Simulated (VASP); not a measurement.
NiO, 2 atoms in the cell. Symmetry: Fm-3m, No. 225, cubic system. Conventional cell: a = 4.144 Å, b = 4.144 Å, c = 4.144 Å, α = 90.00°, β = 90.00°, γ = 90.00°. Within 2.7 Å of Ni (site symmetry m-3m) lie 6 O at 2.07 Å. O (site symmetry m-3m) has 6 Ni at 2.07 Å within 2.7 Å. 

```yaml
Program: VASP 6.6.1
Task: single point
Functional: r2SCAN0
Potentials_or_basis: VASP PAW PBE potentials, release 64 (Ni, O)
Cutoff: 520 eV
k_mesh: 6 × 6 × 6
Occupations: fermi-dirac, width 0.05 eV
Spin: collinear spin, ferromagnetic start
Starting_moments: "[1.0, 0.0] μB"
Dipole_correction: no
Grid_for_exact_exchange_PRECFOCK: Normal
Further_INCAR_settings: ALGO = Normal; EDIFF = 1e-06; NBANDS = 19
Share_of_exact_exchange: 0.25
```

Potentials or basis: VASP PAW PBE potentials, release 64 (Ni, O).

Run with:

```sh
$ cat potpaw_PBE.64/Ni/POTCAR potpaw_PBE.64/O/POTCAR > POTCAR
$ cp INCAR.step1 INCAR
$ mpirun -np 1 vasp_std > vasp.out
$ cp INCAR.step2 INCAR
$ mpirun -np 1 vasp_std > vasp.out
```

Hardware: 1 thread of Oxide Virtual Turin-like Processor, with other jobs on the host.

Problem. How long does it take, and how much memory?

Solution. It took 70 min on 1 thread of Oxide Virtual Turin-like Processor, with other jobs on the host, peak memory 0.14 GiB. Counts: k points 16.
